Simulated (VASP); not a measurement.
**Al6N5 (a cell with a defect): single point with PBEsol**

The system is Al6N5 (a cell with a defect).

```
Al N
1.0
    -3.30147    0.00000    4.13987
     1.65073   -2.85916    4.13987
     1.65073    2.85916    4.13987
Al N
6 5
Direct
  0.25000 0.91667 0.58333
  0.58333 0.25000 0.91667
  0.91667 0.58333 0.25000
  0.75000 0.08333 0.41667
  0.08333 0.41667 0.75000
  0.41667 0.75000 0.08333
  0.41667 0.08333 0.75000
  0.75000 0.41667 0.08333
  0.86216 0.16390 0.51303
  0.25000 0.58333 0.91667
  0.58333 0.91667 0.25000
```

This cell differs from its parent crystal: atoms taken out, atom 9 moved 0.250 of the way to it and -0.525 Å across, host rigid.

```json
{
 "Program": "VASP 6.6.1",
 "Task": "single point",
 "Functional": "PBEsol",
 "Potentials or basis": "VASP PAW PBE potentials, release 64 (Al, N)",
 "Cutoff": "520 eV",
 "k mesh": "6 × 6 × 6",
 "Occupations": "gaussian, width 0.05 eV",
 "Spin": "no spin polarisation"
}
```

- Largest force: 64.060 eV/Å

Forces on the atoms (eV/Å):
```
Al    0.638  -0.393   1.839
Al   -0.475   0.087  -0.708
Al   -0.218   0.403  -3.281
Al    5.758  -2.887 -59.407
Al    0.041   1.986   1.658
Al   -1.822  -1.089   0.074
N     2.339   0.251  -1.642
N    -0.735  -2.253  -1.983
N    -5.902   3.203  63.707
N     0.489  -0.361   0.050
N    -0.113   1.052  -0.306
```

Levels at points of the mesh, in eV from the Fermi level:
```tsv
k point	band 17	band 18	band 19	band 20	band 21	band 22	band 23	band 24
(0.00, 0.00, 0.00)	-1.38	-0.81	-0.42	0.13	0.18	3.14	4.34	5.29
(0.50, 0.00, 0.00)	-1.26	-1.07	-0.43	-0.30	0.07	2.81	4.09	4.85
(0.00, 0.50, 0.00)	-1.23	-0.91	-0.76	-0.40	0.23	2.67	4.04	5.08
(0.00, 0.00, 0.50)	-1.35	-1.04	-0.66	-0.09	0.46	2.93	3.94	4.39
(0.50, 0.50, 0.00)	-1.67	-1.22	-0.60	-0.38	0.23	3.12	4.18	4.94
(0.50, 0.00, 0.50)	-1.73	-0.82	-0.65	-0.16	0.08	3.43	3.82	4.38
(0.00, 0.50, 0.50)	-1.80	-1.21	-0.51	-0.18	0.24	2.87	4.08	4.42
(0.50, 0.50, 0.50)	-1.84	-1.59	-1.28	-0.56	0.75	3.13	3.66	4.36
```

Run time: 6.5 min on 1 thread of Intel(R) Xeon(R) 6975P-C (Granite Rapids) (shared host), peak memory 0.44 GiB.

Caveat: the cell carries a net charge on a neutralising background, which shifts energy and pressure; the cell differs from its parent crystal (atoms taken out, atom 9 moved 0.250 of the way to it and -0.525 Å across, host rigid); the cell is charged against a uniform background, so pressure and absolute levels hang on convention; atoms lie so close that the PAW spheres overlap strongly, which falsifies energies and pressures; the PAW data sets were made with another functional, which shifts forces and pressure a little.
